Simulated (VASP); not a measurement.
**SnTe: single point with PBEsol**

SnTe:

```xyz
2
Lattice="0.0000 3.1565 3.1565 3.1565 0.0000 3.1565 3.1565 3.1565 0.0000" Properties=species:S:1:pos:R:3 pbc="T T T"
Sn    0.0000    0.0000    0.0000
Te    3.2287    3.2287    3.2287
```

This cell differs from its parent crystal: all Te atoms moved +0.125 Å, as atom 2 along Cartesian [1 1 1].

* Program: VASP 6.6.1
* Task: single point
* Functional: PBEsol
* Potentials or basis: VASP PAW PBE potentials, release 64 (Sn_d, Te)
* Cutoff: 520 eV
* k mesh: 10 × 10 × 10
* Occupations: gaussian, width 0.03 eV
* Spin: no spin polarisation

| Quantity | Value |
| --- | --- |
| Pressure | -0.4 GPa |
| Largest force | 0.042 eV/Å |
| Band gap on the k mesh | 0.19 eV |

Forces in eV/Å, atoms in the order of the input:
```
Sn   0.024  0.024  0.024
Te  -0.024 -0.024 -0.024
```

Stress tensor (GPa, compression positive):
```
-0.35  0.06  0.06
 0.06 -0.35  0.06
 0.06  0.06 -0.35
```

Levels at points of the mesh, in eV from the valence-band top:
```tsv
k point	band 8	band 9	band 10	band 11	band 12	band 13
(0.00, 0.00, 0.00)	-2.05	-2.05	-2.01	3.27	3.38	3.38
(0.50, 0.00, 0.00)	-1.77	-1.73	0.00	0.19	0.51	0.52
(0.50, 0.50, 0.50)	-1.73	-1.73	-0.19	0.38	0.46	0.46
(0.50, 0.50, 0.00)	-5.42	-3.65	-3.61	2.15	4.99	5.04
```

It took 46 s on 1 thread of Intel(R) Xeon(R) 6975P-C (Granite Rapids) (shared host), peak memory 0.28 GiB.

Caveat: the cell differs from its parent crystal (all Te atoms moved +0.125 Å, as atom 2 along Cartesian [1 1 1]); semilocal functionals underestimate gaps, and a narrow one can read as zero; the PAW data sets were made with another functional, which shifts forces and pressure a little; spin-orbit coupling is left out, which moves the levels of the heavy elements. A k mesh can miss the band edges.
